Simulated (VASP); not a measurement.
# AlGaN2 (P-4m2) in VASP: notebook, part 2 of 2

VASP 6.6.1.

### 4 Single point, r2SCAN (strain +0.0050 x Voigt [1, 1, 0, 0, 0, 0])

POSCAR

```
AlGaN2
1.0
    3.1565814339      0.0000000000      0.0000000000
    0.0000000000      3.1565814339      0.0000000000
    0.0000000000      0.0000000000      4.4238379400
Al Ga N
1 1 2
Direct
    0.5000000000      0.5000000000      0.5000000000
    0.0000000000      0.0000000000      0.0000000000
    0.5000000000      0.0000000000      0.7382648100
    0.0000000000      0.5000000000      0.2617351900
```

INCAR.step1

```
PREC     = Accurate       # precision mode
ENCUT    = 1460           # plane-wave cutoff, eV
ISMEAR   = 0              # smearing method
SIGMA    = 0.05           # smearing width, eV
LREAL    = False          # projectors in reciprocal space
LASPH    = True           # aspherical terms in the spheres
NELM     = 120            # most SCF steps
NBANDS   = 21             # bands
GGA      = PE             # functional
ALGO     = Normal         # electronic algorithm
EDIFF    = 1E-5           # SCF threshold, eV
LWAVE    = True           # write WAVECAR
LCHARG   = False          # write CHGCAR
GGA_COMPAT= False
```

INCAR.step2

```
PREC     = Accurate       # precision mode
ENCUT    = 1460           # plane-wave cutoff, eV
EDIFF    = 1E-6           # SCF threshold, eV
ISMEAR   = 0              # smearing method
SIGMA    = 0.05           # smearing width, eV
LREAL    = False          # projectors in reciprocal space
LASPH    = True           # aspherical terms in the spheres
NELM     = 120            # most SCF steps
ALGO     = Normal         # electronic algorithm
ISIF     = 2              # what is computed and relaxed
LWAVE    = False          # write WAVECAR
LCHARG   = True           # write CHGCAR
METAGGA  = R2SCAN         # meta-GGA
LMIXTAU  = True         
LELF     = True           # ELF
LVHAR    = True         
NBANDS   = 21             # bands
ISTART   = 1            
GGA_COMPAT= False
```

KPOINTS

```
Automatic mesh
0
Gamma
  8 8 6
```

Potentials or basis: VASP PAW PBE potentials, release 64 (Al, Ga_d, N_h).

Launch:

```bash
$ cat potpaw_PBE.64/Al/POTCAR potpaw_PBE.64/Ga_d/POTCAR potpaw_PBE.64/N_h/POTCAR > POTCAR
$ cp INCAR.step1 INCAR
$ mpirun -np 1 vasp_std > vasp.out
$ cp INCAR.step2 INCAR
$ mpirun -np 1 vasp_std > vasp.out
```

OUTCAR:

```text
PREC = Accurate
   ENCUT = 1460
   EDIFF = 1E-6
   ISMEAR = 0
   LREAL = False
   LASPH = True
   NELM = 120
   ISIF = 2
   METAGGA = R2SCAN
   ISTART = 1

 ion  position               nearest neighbor table
   1  0.500  0.500  0.500-   3 1.90   4 1.90   3 1.90   4 1.90   2 3.14   2 3.14   2 3.14   2 3.14
                             2 3.14   2 3.14   2 3.14   2 3.14
   2  0.000  0.000  0.000-   3 1.96   4 1.96   4 1.96   3 1.96   1 3.14   1 3.14   1 3.14   1 3.14
                             1 3.14   1 3.14   1 3.14   1 3.14
   3  0.500  0.000  0.738-   1 1.90   1 1.90   2 1.96   2 1.96
   4  0.000  0.500  0.262-   1 1.90   1 1.90   2 1.96   2 1.96

  LATTYP: Found a simple tetragonal cell.
 ALAT       =     3.1565814339
 C/A-ratio  =     1.4014648545

  Lattice vectors:

 A1 = (   3.1565814339,   0.0000000000,   0.0000000000)
 A2 = (   0.0000000000,   3.1565814339,   0.0000000000)
 A3 = (   0.0000000000,   0.0000000000,   4.4238379400)

Analysis of symmetry for initial positions (statically):
=====================================================================
 Subroutine PRICEL returns:
 Original cell was already a primitive cell.

 Routine SETGRP: Setting up the symmetry group for a
 simple tetragonal supercell.

 Subroutine GETGRP returns: Found  8 space group operations
 (whereof  8 operations were pure point group operations)
 out of a pool of 16 trial point group operations.

The static configuration has the point symmetry D_2d.

Analysis of symmetry for dynamics (positions and initial velocities):
=====================================================================
 Subroutine PRICEL returns:
 Original cell was already a primitive cell.

 Routine SETGRP: Setting up the symmetry group for a
 simple tetragonal supercell.

 Subroutine GETGRP returns: Found  8 space group operations
 (whereof  8 operations were pure point group operations)
 out of a pool of 16 trial point group operations.

The dynamic configuration has the point symmetry D_2d.

 Subroutine INISYM returns: Found  8 space group operations
 (whereof  8 operations are pure point group operations),
 and found     1 'primitive' translations

----------------------------------------------------------------------------------------

                                     Primitive cell

  volume of cell :      44.0791

  direct lattice vectors                    reciprocal lattice vectors
     3.156581434  0.000000000  0.000000000     0.316798417  0.000000000  0.000000000
     0.000000000  3.156581434  0.000000000     0.000000000  0.316798417  0.000000000
     0.000000000  0.000000000  4.423837940     0.000000000  0.000000000  0.226048064

  length of vectors
     3.156581434  3.156581434  4.423837940     0.316798417  0.316798417  0.226048064

  position of ions in fractional coordinates (direct lattice)
     0.500000000  0.500000000  0.500000000
     0.000000000  0.000000000  0.000000000
     0.500000000  0.000000000  0.738264810
     0.000000000  0.500000000  0.261735190

  ion indices of the primitive-cell ions
   primitive index   ion index
                 1           1
                 2           2
[... 25 lines left out ...]
 ===========================================

 Found     60 irreducible k-points:

 Following reciprocal coordinates:
            Coordinates               Weight
  0.000000  0.000000  0.000000      1.000000
  0.125000  0.000000  0.000000      4.000000
  0.250000  0.000000  0.000000      4.000000
  0.375000  0.000000  0.000000      4.000000
  0.500000  0.000000  0.000000      2.000000
  0.125000  0.125000  0.000000      4.000000
[... 16 lines left out ...]
  0.375000  0.125000  0.166667     16.000000
  0.500000  0.125000  0.166667      8.000000
 [... further k-points ...]
   k-points           NKPTS =     60   k-points in BZ     NKDIM =     60   number of bands    NBANDS=     21
   number of dos      NEDOS =    301   number of ions     NIONS =      4
   total plane-waves  NPLWV =  89600
   dimension x,y,z NGX =    40 NGY =   40 NGZ =   56
   dimension x,y,z NGXF=    80 NGYF=   80 NGZF=  112
   ions per type =               1   1   2
   NGX,Y,Z   is equivalent  to a cutoff of  21.07, 21.07, 21.04 a.u.
   NGXF,Y,Z  is equivalent  to a cutoff of  42.13, 42.13, 42.09 a.u.
 SYSTEM =  unknown system
   PREC   = accura    normal or accurate (medium, high low for compatibility)
   ISTART =      1    job   : 0-new  1-cont  2-samecut
   ICHARG =      0    charge: 1-file 2-atom 10-const
   ISPIN  =      1    spin polarized calculation?
   LNONCOLLINEAR =      F non collinear calculations
   LSORBIT =      F    spin-orbit coupling
   LASPH  =      T    aspherical Exc in radial PAW
   ENCUT  = 1460.0 eV 107.31 Ry   10.36 a.u.   9.83  9.83 13.78*2*pi/ulx,y,z
   NELM   =    120;   NELMIN=  2; NELMDL=  0     # of ELM steps
   EDIFF  = 0.1E-05   stopping-criterion for ELM
   LREAL  =      F    real-space projection
   EDIFFG = 0.1E-04   stopping-criterion for IOM
   NSW    =      0    number of steps for IOM
   IBRION =     -1    ionic relax: 0-MD 1-quasi-New 2-CG
   NFREE  =      0    steps in history (QN), initial steepest desc. (CG)
   ISIF   =      2    stress and relaxation
   ISYM   =      2    0-nonsym 1-usesym 2-fastsym
   POTIM  = 0.5000    time-step for ionic-motion
   TEBEG  =    0.0;   TEEND  =   0.0 temperature during run
   PSTRESS=    0.0 pullay stress
   NELECT =      26.0000    total number of electrons
   NUPDOWN=      -1.0000    fix difference up-down
   EMIN   =  10.00;   EMAX   =-10.00  energy-range for DOS
   EFERMI =   0.00;   METHOD = LEGACY
   ISMEAR =     0;   SIGMA  =   0.05  broadening in eV -4-tet -1-fermi 0-gaus
   EFERMI_NEDOS =   21; number of points for ismear=-14 and -15
   IALGO  =     38    algorithm
   IMIX   =      4    mixing-type and parameters
     AMIX     =   0.40;   BMIX     =  1.00
     AMIX_MAG =   1.60;   BMIX_MAG =  1.00
  volume/ion in A,a.u.               =      11.02        74.37
  Fermi-wavevector in a.u.,A,eV,Ry     =   1.372950  2.594500 25.646888  1.884993
  Thomas-Fermi vector in A             =   2.498511
   LORBIT       =      0    0 simple, 1 ext, 2 COOP (PROOUT), +10 PAW based schemes
   METAGGA = R2SCAN    functional components
   LHFCALC =     F    Hartree Fock is set to
   AEXX    =    0.0000 exact exchange contribution
   IVDW    =     0    specifies the selected vdW correction
   LEPSILON=     F    determine dielectric tensor
   LRPA    =     F    only Hartree local field effects (RPA)
 non-spin polarized calculation
 Gauss-broadening in eV      SIGMA  =   0.05
  energy-cutoff  :     1460.00
  volume of cell :       44.08
 maximum number of plane-waves:      5616
 NGX is ok and might be reduce to    40
   NGX = 19   NGY = 19   NGZ = 27

 number of electron      26.0000002 magnetization

 Free energy of the ion-electron system (eV)
  ---------------------------------------------------
  ext. energy  EPLUGINS =         0.00000000
  ---------------------------------------------------
  free energy    TOTEN  =       -41.07451338 eV

  energy without entropy =      -41.07451338  energy(sigma->0) =      -41.07451338

 E-fermi :   5.7991     XC(G=0): -12.0077

 val. band max:        5.5780583373   @ k =   0.0000   0.0000   0.0000
 cond. band min:       8.8664909075   @ k =   0.0000   0.0000   0.0000
 fundamental gap:      3.2884325701
 Fermi energy:         5.7991006925

 k-point     1 :       0.0000    0.0000    0.0000
  band No.  band energies     occupation
      1     -10.6273      2.00000
      2      -9.0712      2.00000
      3      -7.7486      2.00000
      4      -7.7486      2.00000
      5      -7.6782      2.00000
      6      -7.5295      2.00000
[... 565 lines left out ...]
     20      18.5497      0.00000
     21      18.5570      0.00000

 [... further k-points ...]

------------------------ aborting loop because EDIFF is reached ----------------------------------------

  FORCE on cell =-STRESS in cart. coord.  units (eV):
  Direction    XX          YY          ZZ          XY          YZ          ZX
  --------------------------------------------------------------------------------------
  -------------------------------------------------------------------------------------
  Total       -0.6544117     -0.6544117     -0.4477318      0.0000000      0.0000000     -0.0000000
  in kB      -23.7863845    -23.7863845    -16.2740368      0.0000000      0.0000000     -0.0000000
  external PRESSURE =     -21.2822686 kB  Pullay stress =       0.0000000 kB

 VOLUME and BASIS-vectors are now :
 -----------------------------------------------------------------------------
  energy-cutoff  :     1460.00
  volume of cell :       44.08
      direct lattice vectors                 reciprocal lattice vectors
     3.156581434  0.000000000  0.000000000     0.316798417  0.000000000  0.000000000
     0.000000000  3.156581434  0.000000000     0.000000000  0.316798417  0.000000000
     0.000000000  0.000000000  4.423837940     0.000000000  0.000000000  0.226048064

 POSITION                                       TOTAL-FORCE (eV/Angst)
 -----------------------------------------------------------------------------------
      1.57829      1.57829      2.21192        -0.000000      0.000000      0.000000
      0.00000      0.00000      0.00000        -0.000000     -0.000000      0.000000
      1.57829      0.00000      3.26596        -0.000000     -0.000000     -0.004726
      0.00000      1.57829      1.15787         0.000000     -0.000000      0.004726
 -----------------------------------------------------------------------------------
    total drift:                               -0.000000      0.000000      0.000000

  FREE ENERGIE OF THE ION-ELECTRON SYSTEM (eV)
  ---------------------------------------------------
  free  energy   TOTEN  =       -41.0745133771 eV

  energy  without entropy=      -41.0745133771  energy(sigma->0) =      -41.07451338
```

Run time: 9.9 min. Hardware: 1 thread of Intel Xeon Platinum 8259CL at 2.50GHz (Skylake/Cascade Lake), shared host; peak memory 0.51 GiB.

Results:

```
Free energy            : -41.0745 eV
Pressure               : -2.1 GPa
Largest force          : 0.005 eV/Å
Band gap on the k mesh : 3.29 eV
```

Forces on the atoms (eV/Å):
```
Al   0.000  0.000  0.000
Ga   0.000  0.000  0.000
N    0.000  0.000 -0.005
N    0.000  0.000  0.005
```

Levels at points of the mesh, in eV from the valence-band top:
| k point | band 9 | band 10 | band 11 | band 12 | band 13 | band 14 | band 15 | band 16 | band 17 | band 18 |
| --- | --- | --- | --- | --- | --- | --- | --- | --- | --- | --- |
| (0.00, 0.00, 0.00) | -2.39 | -2.39 | -0.20 | 0.00 | 0.00 | 3.29 | 4.08 | 8.26 | 12.00 | 12.00 |
| (0.50, 0.00, 0.00) | -4.49 | -2.91 | -2.85 | -1.06 | -0.67 | 7.66 | 7.77 | 8.66 | 9.05 | 11.10 |
| (0.50, 0.50, 0.00) | -5.01 | -2.31 | -2.26 | -2.26 | -2.25 | 3.85 | 3.85 | 6.96 | 9.53 | 13.49 |
| (0.00, 0.00, 0.50) | -2.53 | -1.62 | -1.62 | -0.99 | -0.99 | 5.79 | 5.95 | 8.59 | 9.98 | 11.99 |
| (0.50, 0.00, 0.50) | -6.20 | -1.04 | -0.87 | -0.57 | -0.55 | 5.72 | 7.22 | 9.96 | 10.22 | 10.82 |
| (0.50, 0.50, 0.50) | -4.40 | -3.96 | -3.30 | -3.19 | -3.19 | 6.80 | 6.80 | 9.47 | 11.62 | 11.86 |

Caveat: the cell differs from its parent crystal (strain +0.0050 x Voigt [1, 1, 0, 0, 0, 0]); the PAW data sets were made with another functional, which shifts forces and pressure a little.

### 5 Single point, r2SCAN (strain +0.0200 x Voigt [1, 1, 0, 0, 0, 0])

Edit POSCAR of step 4 so:

```diff
@@ -2,4 +2,4 @@
 1.0
-    3.1565814339      0.0000000000      0.0000000000
-    0.0000000000      3.1565814339      0.0000000000
+    3.2036945897      0.0000000000      0.0000000000
+    0.0000000000      3.2036945897      0.0000000000
     0.0000000000      0.0000000000      4.4238379400
```

INCAR.step1

```
PREC = Accurate
ENCUT = 1460
ISMEAR = 0
SIGMA = 0.05
LREAL = False
LASPH = True
NELM = 120
NBANDS = 21
GGA = PE
ALGO = Normal
EDIFF = 1E-5
LWAVE = True
LCHARG = False
GGA_COMPAT = False
```

INCAR.step2

```
PREC = Accurate
ENCUT = 1460
EDIFF = 1E-6
ISMEAR = 0
SIGMA = 0.05
LREAL = False
LASPH = True
NELM = 120
ALGO = Normal
ISIF = 2
LWAVE = False
LCHARG = False
METAGGA = R2SCAN
LMIXTAU = True
NBANDS = 21
ISTART = 1
GGA_COMPAT = False
```

KPOINTS

```
regular mesh
0
Gamma
  8 8 6
```

Launch:

```bash
$ cat potpaw_PBE.64/Al/POTCAR potpaw_PBE.64/Ga_d/POTCAR potpaw_PBE.64/N_h/POTCAR > POTCAR
$ cp INCAR.step1 INCAR
$ mpirun -np 1 vasp_std > vasp.out
$ cp INCAR.step2 INCAR
$ mpirun -np 1 vasp_std > vasp.out
```

It took 10 min on 1 thread of Intel Xeon Platinum 8559C (Emerald Rapids), shared host; peak memory 0.52 GiB.

The run converged. Its results:

```
Free energy            : -41.0298 eV
Pressure               : -7.6 GPa
Largest force          : 0.027 eV/Å
Band gap on the k mesh : 3.08 eV
```

Forces on the atoms (eV/Å):
```
Al   0.000  0.000  0.000
Ga   0.000  0.000  0.000
N    0.000  0.000 -0.027
N    0.000  0.000  0.027
```

Stress tensor (GPa, compression positive):
```
-8.55  0.00  0.00
 0.00 -8.55  0.00
 0.00  0.00 -5.77
```

Levels at points of the mesh, in eV from the valence-band top:
```csv
k point,band 11,band 12,band 13,band 14,band 15,band 16
"(0.00, 0.00, 0.00)",-0.12,0.00,0.00,3.08,4.01,7.93
"(0.50, 0.00, 0.00)",-2.69,-1.07,-0.70,7.37,7.65,8.45
"(0.50, 0.50, 0.00)",-2.14,-2.14,-2.11,3.88,3.88,6.88
"(0.00, 0.00, 0.50)",-1.59,-1.00,-1.00,5.69,5.85,8.33
"(0.50, 0.00, 0.50)",-0.78,-0.57,-0.48,5.50,6.99,9.79
"(0.50, 0.50, 0.50)",-3.19,-3.07,-3.07,6.83,6.83,9.19
```

Caveat: the cell differs from its parent crystal (strain +0.0200 x Voigt [1, 1, 0, 0, 0, 0]); the cell stands under tension; the PAW data sets were made with another functional, which shifts forces and pressure a little.

### 6 Overview

| cell | gap on the mesh (eV) | pressure (GPa) | largest force (eV/Å) |
| --- | --- | --- | --- |
| a = 3.078, b = 3.078, c = 4.424 Å, 4 atoms | 3.64 | 8.8 | 0.03 |
| a = 3.094, b = 3.094, c = 4.424 Å, 4 atoms | 3.57 | 6.5 | 0.03 |
| a = 3.157, b = 3.157, c = 4.424 Å, 4 atoms | 3.29 | -2.1 | - |
| a = 3.204, b = 3.204, c = 4.424 Å, 4 atoms | 3.08 | -7.6 | 0.03 |

Alike in all rows: task single point; level r2SCAN; potentials or basis VASP PAW PBE potentials, release 64 (Al, Ga_d, N_h); no spin polarisation; k mesh 8 × 8 × 6; cutoff (eV) 1460; smearing gaussian 0.05 eV.

Caveats: the PAW data sets were made with another functional, which shifts forces and pressure a little; the cell stands under pressure (at least some runs); the cell stands under tension (at least some runs).

Absolute energies hang on the potentials; compare differences alone.
